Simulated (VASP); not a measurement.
A run of VASP 6.6.1:

File INCAR:

```
PREC = Accurate
ENCUT = 520
EDIFF = 1E-6
ISMEAR = 0
SIGMA = 0.1
LREAL = F
LASPH = T
NELM = 60
ALGO = Normal
ISIF = 2
LWAVE = F
LCHARG = F
LDIPOL = T
IDIPOL = 3
DIPOL = 0.5 0.5 0.336
GGA = PE
IVDW = 12
NBANDS = 36
```

KPOINTS

```
regular mesh
0
Gamma
  7 7 1
```

POSCAR

```
Ge4H
1.0
    4.0303587907      0.0000000000      0.0000000000
    0.0000000000      4.0303587907      0.0000000000
    0.0000000000      0.0000000000     21.6416627718
Ge H
4 1
Direct
    0.0000000000      0.5000000000      0.1848286817
    0.0000000000      0.0000000000      0.2506714513
    0.5000000000      0.0000000000      0.3196569899
    0.5000000000      0.5000000000      0.3854446333
    0.7500000000      0.7500000000      0.5379282957
```

Potentials or basis: VASP PAW PBE potentials, release 64 (Ge_d, H).

Run with:

```bash
$ cat potpaw_PBE.64/Ge_d/POTCAR potpaw_PBE.64/H/POTCAR > POTCAR
$ mpirun -np 1 vasp_std > vasp.out
```

Hardware: 1 thread of Intel Xeon 8259CL (shared host).

Problem. Estimate the wall time of this run.

Solution. It took 15 min on 1 thread of Intel Xeon 8259CL, with other jobs on the host, peak memory 0.54 GiB. Counts: scf iterations 25, k points 25.
